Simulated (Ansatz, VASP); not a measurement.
## Cr in VASP and in Ansatz

```
Cr
1.0
    -1.42432    1.42432    1.42432
     1.42432   -1.42432    1.42432
     1.42432    1.42432   -1.42432
Cr
1
Direct
  0.00000 0.00000 0.00000
```

Alike in both runs: task single point; functional PBE; k mesh 12 × 12 × 12; occupations fermi-dirac, width 0.1 eV; no spin polarisation.

|  | VASP | Ansatz |
| --- | --- | --- |
| version | VASP 6.6.1 | Ansatz 0.2.0 |
| potentials or method | VASP PAW PBE potentials, release 64 (Cr_pv), cutoff 500 eV | plane waves (420 eV) with PAW, scalar-relativistic |
| valence electrons in the cell | 12 | 14 |

VASP gave:

- pressure (GPa): -0.9

Problem. Estimate Ansatz's values.

Solution. Pressure (GPa): -0.3.

VASP's potentials hold 12 valence electrons a cell and Ansatz's 14, so a difference there can come from the potentials and not from the codes.
